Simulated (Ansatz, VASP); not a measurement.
One calculation of MgO, two programs

```xyz
2
Lattice="0.0000 2.1351 2.1351 2.2953 0.0000 2.1351 2.2953 2.1351 0.0000" Properties=species:S:1:pos:R:3 pbc="T T T"
Mg    0.0000    0.0000    0.0000
O     2.2953    2.1351    2.1351
```

Change from the starting cell: strain +0.0750 x Voigt [1, 0, 0, 0, 0, 0], atoms carried along.

Alike in both runs: task single point; functional PBEsol; k mesh 10 × 10 × 10; occupations gaussian, width 0.05 eV; no spin polarisation.

|  | VASP | Ansatz |
| --- | --- | --- |
| version | VASP 6.6.1 | Ansatz 0.2.0 |
| potentials or method | VASP PAW PBE potentials, release 64 (Mg, O), cutoff 520 eV | scalar-relativistic, plane waves, PAW |
| valence electrons in the cell | 8 | 16 |

```csv
,VASP,Ansatz,Ansatz less VASP
gap on the k mesh at the Fermi level (eV),3.51,3.52,+0.006
least direct gap on the mesh (eV),3.51,3.52,+0.006
pressure (GPa),-13.4,-12.8,+0.57
"traceless stress, the component that is largest in VASP (GPa)",-3.86,-3.89,-0.033
```

VASP's potentials were made for PBE, not for PBEsol. VASP's potentials hold 8 valence electrons a cell and Ansatz's 16, so a difference there can come from the potentials and not from the codes.
